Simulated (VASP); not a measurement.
# As (R-3m) in VASP: notebook

The runs below take As through single point, with PBE.

Everything below comes from runs of VASP 6.6.1. Logs are shortened: lines on timing, memory, paths and dates and some standing lists are left out, and cuts for length are marked.

## Step 1: The cell of the first run

The structure is trigonal, space group R-3m (No. 166). The conventional cell has a = 3.762 Å, b = 3.762 Å, c = 10.542 Å, α = 90.00°, β = 90.00°, γ = 120.00°. As (site symmetry 3m) has 6 As at 2.51 to 3.14 Å within 3.3 Å.

## Step 2: Single point, PBE

INCAR reads:

```
PREC = Accurate ; ENCUT = 520
EDIFF = 1E-6 ; ISMEAR = 0
SIGMA = 0.019000000000000003 ; LREAL = F
LASPH = T ; NELM = 100
ALGO = Normal ; ISIF = 2
LWAVE = F ; LCHARG = T
GGA = PE ; LELF = T
LVHAR = T ; NBANDS = 12
```

KPOINTS reads:

```
Automatic mesh
0
Gamma
  9 9 9
```

POSCAR reads:

```
As
1.0
    1.8807968987      1.0858785957      3.5140619945
   -1.8807968987      1.0858785957      3.5140619945
    0.0000000000     -2.1717571915      3.5140619945
As
2
Direct
    0.2260000000      0.2260000000      0.2260000000
    0.7740000000      0.7740000000      0.7740000000
```

Potentials or basis: VASP PAW PBE potentials, release 64 (As).

Run with:

```
cat potpaw_PBE.64/As/POTCAR > POTCAR
mpirun -np 1 vasp_std > vasp.out
```

OUTCAR:

```text
PREC = Accurate
   ENCUT = 520
   EDIFF = 1E-6
   ISMEAR = 0
   LREAL = F
   LASPH = T
   NELM = 100
   ISIF = 2
   GGA = PE

 ion  position               nearest neighbor table
   1  0.226  0.226  0.226-   2 2.51   2 2.51   2 2.51
   2  0.774  0.774  0.774-   1 2.51   1 2.51   1 2.51

  LATTYP: Found a trigonal (rhomboedric) cell.
 ALAT       =     4.1310000000
 COS(alpha) =     0.5854247172

  Lattice vectors:

 A1 = (   1.8807968987,   1.0858785957,   3.5140619945)
 A2 = (  -1.8807968987,   1.0858785957,   3.5140619945)
 A3 = (   0.0000000000,  -2.1717571915,   3.5140619945)

Analysis of symmetry for initial positions (statically):
=====================================================================
 Subroutine PRICEL returns:
 Original cell was already a primitive cell.

 Routine SETGRP: Setting up the symmetry group for a
 trigonal (rhombohedral) supercell.

 Subroutine GETGRP returns: Found 12 space group operations
 (whereof 12 operations were pure point group operations)
 out of a pool of 12 trial point group operations.

The static configuration has the point symmetry D_3d.

Analysis of symmetry for dynamics (positions and initial velocities):
=====================================================================
 Subroutine PRICEL returns:
 Original cell was already a primitive cell.

 Routine SETGRP: Setting up the symmetry group for a
 trigonal (rhombohedral) supercell.

 Subroutine GETGRP returns: Found 12 space group operations
 (whereof 12 operations were pure point group operations)
 out of a pool of 12 trial point group operations.

The dynamic configuration has the point symmetry D_3d.

 Subroutine INISYM returns: Found 12 space group operations
 (whereof 12 operations are pure point group operations),
 and found     1 'primitive' translations

----------------------------------------------------------------------------------------

                                     Primitive cell

  volume of cell :      43.0610

  direct lattice vectors                    reciprocal lattice vectors
     1.880796899  1.085878596  3.514061995     0.265844760  0.153485544  0.094856987
    -1.880796899  1.085878596  3.514061995    -0.265844760  0.153485544  0.094856987
     0.000000000 -2.171757191  3.514061995     0.000000000 -0.306971087  0.094856987

  length of vectors
[... 89 lines left out ...]
   ISYM   =      2    0-nonsym 1-usesym 2-fastsym
   POTIM  = 0.5000    time-step for ionic-motion
   TEBEG  =    0.0;   TEEND  =   0.0 temperature during run
   PSTRESS=    0.0 pullay stress
   NELECT =      10.0000    total number of electrons
   NUPDOWN=      -1.0000    fix difference up-down
   EMIN   =  10.00;   EMAX   =-10.00  energy-range for DOS
   EFERMI =   0.00;   METHOD = LEGACY
   ISMEAR =     0;   SIGMA  =   0.02  broadening in eV -4-tet -1-fermi 0-gaus
   EFERMI_NEDOS =   21; number of points for ismear=-14 and -15
   IALGO  =     38    algorithm
   IMIX   =      4    mixing-type and parameters
     AMIX     =   0.40;   BMIX     =  1.00
     AMIX_MAG =   1.60;   BMIX_MAG =  1.00
  volume/ion in A,a.u.               =      21.53       145.29
  Fermi-wavevector in a.u.,A,eV,Ry     =   1.006268  1.901570 13.776916  1.012575
  Thomas-Fermi vector in A             =   2.138999
   LORBIT       =      0    0 simple, 1 ext, 2 COOP (PROOUT), +10 PAW based schemes
   GGA     = PE    functional components
   LHFCALC =     F    Hartree Fock is set to
   AEXX    =    0.0000 exact exchange contribution
   IVDW    =     0    specifies the selected vdW correction
   LEPSILON=     F    determine dielectric tensor
   LRPA    =     F    only Hartree local field effects (RPA)
 non-spin polarized calculation
 Gauss-broadening in eV      SIGMA  =   0.02
  energy-cutoff  :      520.00
  volume of cell :       43.06
 maximum number of plane-waves:      1171
   NGX = 15   NGY = 15   NGZ = 15

 number of electron      10.0000000 magnetization

 Free energy of the ion-electron system (eV)
  ---------------------------------------------------
  ext. energy  EPLUGINS =         0.00000000
  ---------------------------------------------------
  free energy    TOTEN  =        -9.32184609 eV

  energy without entropy =       -9.32184413  energy(sigma->0) =       -9.32184511

 E-fermi :   5.4568     XC(G=0):  -9.9643

 val. band max:        5.4165338290   @ k =   0.3333   0.2222   0.2222
 cond. band min:       5.4971491357   @ k =   0.4444   0.3333   0.3333
 fundamental gap:      0.0806153067
 Fermi energy:         5.4568432536

 k-point     1 :       0.0000    0.0000    0.0000
  band No.  band energies     occupation
      1      -9.6073      2.00000
      2      -0.3217      2.00000
      3       2.9875      2.00000
      4       3.4190      2.00000
      5       3.4190      2.00000
      6       7.0464      0.00000
      7       8.3621      0.00000
      8       8.3621      0.00000
      9      12.3444      0.00000
     10      12.3444      0.00000
     11      12.8691      0.00000
     12      14.2435      0.00000
[... 331 lines left out ...]
 k-point    24 :       0.4444    0.4444   -0.0000
  band No.  band energies     occupation
      1      -7.0237      2.00000
      2      -4.1161      2.00000
      3      -0.3659      2.00000
      4       1.3585      2.00000
      5       1.3751      2.00000
      6       6.9258      0.00000
      7      10.8570      0.00000
      8      12.2375      0.00000
      9      12.3326      0.00000
     10      15.9264      0.00000
     11      16.9109      0.00000
     12      18.2620      0.00000

 [... further k-points ...]

------------------------ aborting loop because EDIFF is reached ----------------------------------------

  FORCE on cell =-STRESS in cart. coord.  units (eV):
  Direction    XX          YY          ZZ          XY          YZ          ZX
  --------------------------------------------------------------------------------------
  -------------------------------------------------------------------------------------
  Total        1.1461350      1.1461350      0.9849991     -0.0000000     -0.0000000      0.0000000
  in kB       42.6444485     42.6444485     36.6490378     -0.0000000     -0.0000000      0.0000000
  external PRESSURE =      40.6459783 kB  Pullay stress =       0.0000000 kB

 VOLUME and BASIS-vectors are now :
 -----------------------------------------------------------------------------
  energy-cutoff  :      520.00
  volume of cell :       43.06
      direct lattice vectors                 reciprocal lattice vectors
     1.880796899  1.085878596  3.514061995     0.265844760  0.153485544  0.094856987
    -1.880796899  1.085878596  3.514061995    -0.265844760  0.153485544  0.094856987
     0.000000000 -2.171757191  3.514061995     0.000000000 -0.306971087  0.094856987

 POSITION                                       TOTAL-FORCE (eV/Angst)
 -----------------------------------------------------------------------------------
      0.00000     -0.00000      2.38253         0.000000     -0.000000      0.491437
      0.00000     -0.00000      8.15965         0.000000      0.000000     -0.491437
 -----------------------------------------------------------------------------------
    total drift:                                0.000000     -0.000000      0.000000

  FREE ENERGIE OF THE ION-ELECTRON SYSTEM (eV)
  ---------------------------------------------------
  free  energy   TOTEN  =        -9.3218460904 eV

  energy  without entropy=       -9.3218441300  energy(sigma->0) =       -9.32184511
```

OSZICAR:

```text
N       E                     dE             d eps       ncg     rms          rms(c)
DAV:   1     0.288150282272E+02    0.28815E+02   -0.42248E+03  2048   0.697E+02
DAV:   2    -0.775238238432E+01   -0.36567E+02   -0.34921E+02  2748   0.109E+02
DAV:   3    -0.933258639629E+01   -0.15802E+01   -0.15704E+01  2632   0.236E+01
DAV:   4    -0.934032045375E+01   -0.77341E-02   -0.77337E-02  2244   0.186E+00
DAV:   5    -0.934033983607E+01   -0.19382E-04   -0.19381E-04  2624   0.101E-01    0.341E+00
DAV:   6    -0.932779036423E+01    0.12549E-01   -0.65821E-03  2232   0.480E-01    0.206E+00
DAV:   7    -0.932167941736E+01    0.61109E-02   -0.14318E-02  2360   0.731E-01    0.846E-02
DAV:   8    -0.932179532028E+01   -0.11590E-03   -0.58139E-04  2404   0.144E-01    0.347E-02
DAV:   9    -0.932184545151E+01   -0.50131E-04   -0.69117E-05  2460   0.517E-02    0.142E-02
DAV:  10    -0.932184609038E+01   -0.63887E-06   -0.47355E-06  2388   0.124E-02
   1 F= -.93218461E+01 E0= -.93218451E+01  d E =-.196038E-05
```

It took 12 s on 1 thread of Intel Xeon 6975P-C (Granite Rapids), shared host; peak memory 0.19 GiB.

What came out:

| Quantity | Value |
| --- | --- |
| Free energy | -9.3218 eV |
| Pressure | 4.1 GPa |
| Largest force | 0.491 eV/Å |
| Band gap on the k mesh | zero (band 5 reaches 5.50 eV, above the bottom of band 6 at 5.39 eV) |

Forces on the atoms (eV/Å):
```
As   0.000  0.000  0.491
As   0.000  0.000 -0.491
```

## Step 3: Single point, PBE

INCAR reads:

```
PREC = Accurate
ENCUT = 520
EDIFF = 1E-6
ISMEAR = 0
SIGMA = 0.020999999999999998
LREAL = False
LASPH = True
NELM = 100
ALGO = Normal
ISIF = 2
LWAVE = False
LCHARG = True
GGA = PE
LELF = True
LVHAR = True
NBANDS = 12
```

KPOINTS reads:

```
regular mesh
0
Gamma
  9 9 9
```

POSCAR is that of step 2.

Potentials or basis: VASP PAW PBE potentials, release 64 (As).

Run with:

```
cat potpaw_PBE.64/As/POTCAR > POTCAR
mpirun -np 1 vasp_std > vasp.out
```

It took 12 s on 1 thread of Intel Xeon 6975P-C (Granite Rapids), shared host; peak memory 0.18 GiB.

The run converged. Its results:

```
Free energy            : -9.3218 eV
Pressure               : 4.1 GPa
Largest force          : 0.491 eV/Å
Band gap on the k mesh : zero (band 5 reaches 5.50 eV, above the bottom of band 6 at 5.39 eV)
```

Forces in eV/Å, atoms in the order of the input:
```
As   0.000  0.000  0.491
As   0.000  0.000 -0.491
```

Stress tensor (GPa, compression positive):
```
4.26 0.00 0.00
0.00 4.26 0.00
0.00 0.00 3.66
```

Levels at points of the mesh, in eV from the Fermi level:
| k point | band 3 | band 4 | band 5 | band 6 | band 7 | band 8 |
| --- | --- | --- | --- | --- | --- | --- |
| (0.00, 0.00, 0.00) | -2.47 | -2.04 | -2.04 | 1.59 | 2.91 | 2.91 |

## Step 4: Single point, PBE

INCAR reads:

```
SYSTEM = As
PREC = Accurate
ENCUT = 520
EDIFF = 1E-6
ISMEAR = 0
SIGMA = 0.023
LREAL = .FALSE.
LASPH = .TRUE.
NELM = 100
ALGO = Normal
ISIF = 2
LWAVE = .FALSE.
LCHARG = .TRUE.
GGA = PE
LELF = .TRUE.
LVHAR = .TRUE.
NBANDS = 12
```

KPOINTS reads:

```
Automatic mesh
0
G
  9 9 9
  0 0 0
```

POSCAR is that of step 3.

Run with:

```
cat potpaw_PBE.64/As/POTCAR > POTCAR
mpirun -np 1 vasp_std > vasp.out
```

It took 12 s on 1 thread of Intel Xeon 6975P-C (Granite Rapids), shared host; peak memory 0.19 GiB.

Results (log left out):

| Property | Result |
| --- | --- |
| Free energy | -9.3218 eV |
| Pressure | 4.1 GPa |
| Largest force | 0.491 eV/Å |
| Band gap on the k mesh | zero (band 5 reaches 5.50 eV, above the bottom of band 6 at 5.39 eV) |

Forces in eV/Å, atoms in the order of the input:
```
As   0.000  0.000  0.491
As   0.000  0.000 -0.491
```

Stress tensor (GPa, compression positive):
```
4.26 0.00 0.00
0.00 4.26 0.00
0.00 0.00 3.66
```

Levels at points of the mesh, in eV from the Fermi level:
| k point | band 1 | band 2 | band 3 | band 4 | band 5 | band 6 | band 7 | band 8 | band 9 | band 10 |
| --- | --- | --- | --- | --- | --- | --- | --- | --- | --- | --- |
| (0.00, 0.00, 0.00) | -15.06 | -5.78 | -2.47 | -2.04 | -2.04 | 1.59 | 2.91 | 2.91 | 6.89 | 6.89 |

## Step 5: Summary

```csv
smearing,gap on the mesh (eV),pressure (GPa),largest force (eV/Å)
gaussian 0.019 eV,none,4.1,0.49
gaussian 0.021 eV,none,4.1,0.49
gaussian 0.023 eV,none,4.1,0.49
```

Alike in all rows: task single point; level PBE; potentials or basis VASP PAW PBE potentials, release 64 (As); no spin polarisation; cell as given; k mesh 9 × 9 × 9; cutoff (eV) 520.

Every run on the cell as given and a fine mesh finds a metal.

Absolute energies hang on the potentials; compare differences alone.
